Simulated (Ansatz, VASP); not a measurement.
BaS: VASP beside Ansatz

File POSCAR:

```
BaS
1.0
    3.1966329720      3.1966329720      0.0000000000
   -3.1966329720      3.1966329720      0.0000000000
    0.0000000000      3.1966329720      3.2183892161
Ba S
1 1
Direct
    0.0000000000      0.0000000000      0.0000000000
    0.5000000000      0.5000000000      0.0000000000
```

Contents of INCAR.step1:

```
SYSTEM = BaS
ALGO = Normal
EDIFF = 1E-4
ENCUT = 520
GGA = PE
ISMEAR = 0
LASPH = .True.
LCHARG = .False.
LREAL = .False.
LWAVE = .True.
NBANDS = 15
NELM = 80
PREC = Accurate
SIGMA = 0.01
```

Contents of INCAR.step2:

```
SYSTEM = BaS
ALGO = Normal
EDIFF = 1E-7
ENCUT = 520
ISIF = 2
ISMEAR = 0
ISTART = 1
LASPH = .True.
LCHARG = .False.
LMIXTAU = .True.
LREAL = .False.
LWAVE = .False.
METAGGA = R2SCAN
NBANDS = 15
NELM = 80
PREC = Accurate
SIGMA = 0.01
```

Contents of KPOINTS:

```
k-points
0
Gamma
  6 6 6
  0 0 0
```

Input for Ansatz:

```yaml
crystal:
  lattice:
    - [3.19663297202, 3.19663297202, 0.0]
    - [-3.19663297202, 3.19663297202, 0.0]
    - [0.0, 3.19663297202, 3.21838921614]
  atoms:
    - { symbol: Ba, position: [0.0, 0.0, 0.0] }
    - { symbol: S, position: [0.5, 0.5, 0.0] }
kpoints:
  mp_grid: { grid: [6, 6, 6] }
scf:
  occupations: { method: fixed }
  convergence: { dr2_threshold: 1.0e-10 }
hamiltonian:
  xc: r2scan
  pseudopotentials: { kind: paw }
output:
  forces: true
  stress: true
  eigenstates:
    kpoints:
      - [0.0, 0.0, 0.0]
      - [-0.5, 0.5, 0.0]
      - [-0.5, -0.5, -0.5]
      - [0.0, 0.0, -0.5]
      - [0.0, -0.5, -0.5]
      - [0.0, 0.5, 0.0]
      - [-0.5, 0.0, 0.0]
      - [-0.5, 0.0, -0.5]
  eigenvalues: true
```

Change from the starting cell: film at in-plane strain -0.005.

Alike in both runs: task single point; functional r2SCAN; k mesh 6 × 6 × 6; no spin polarisation.

|  | VASP | Ansatz |
| --- | --- | --- |
| version | VASP 6.6.1 | Ansatz 0.2.0 |
| potentials or method | VASP PAW PBE potentials, release 64 (Ba_sv, S) | PAW with Ansatz's default frozen-core files, scalar-relativistic |
| plane-wave cutoff (eV) | 520 | 500 |
| occupations | gaussian, width 0.01 eV | fixed |
| valence electrons in the cell | 16 | 16 |

Ansatz gave:

| Quantity | Value |
| --- | --- |
| gap on the k mesh at the Fermi level (eV) | 2.56 |
| pressure (GPa) | 0.4 |
| traceless stress, the component that is largest in VASP (GPa) | -0.38 |

**Question.** Estimate VASP's values.

**Answer.** gap on the k mesh at the Fermi level (eV): 2.47; pressure (GPa): 0.9; traceless stress, the component that is largest in VASP (GPa): -0.41.

VASP's potentials were made for PBE, not for r2SCAN.

Neither program's run includes spin-orbit coupling.
